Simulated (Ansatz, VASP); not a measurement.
## One calculation of NaI, two programs

```
CELL_PARAMETERS angstrom
0.00000 3.26500 3.26500
3.26500 0.00000 3.26500
3.26500 3.26500 0.00000
ATOMIC_POSITIONS crystal
Na 0.00530 0.00530 0.00530
I 0.50000 0.50000 0.50000
```

Alike in both runs: task single point; functional HSE06; k mesh 4 × 4 × 4; occupations fermi-dirac, width 0.05 eV; no spin polarisation.

|  | VASP | Ansatz |
| --- | --- | --- |
| version | VASP 6.6.1 | Ansatz 0.2.0 development build |
| potentials or method | VASP PAW PBE potentials, release 64 (Na_pv, I), cutoff 520 eV | plane waves, all-electron PAW datasets generated for the crystal |

```csv
,VASP,Ansatz,Ansatz less VASP
gap on the k mesh at the Fermi level (eV),4.58,4.60,+0.017
rms of the force components (eV/Å),0.025,0.025,-0.0001
```

Atom by atom the forces differ by 0.000 eV/Å (rms over components). Ansatz ran all-electron here, and VASP with PAW potentials.

Neither program's run includes spin-orbit coupling.
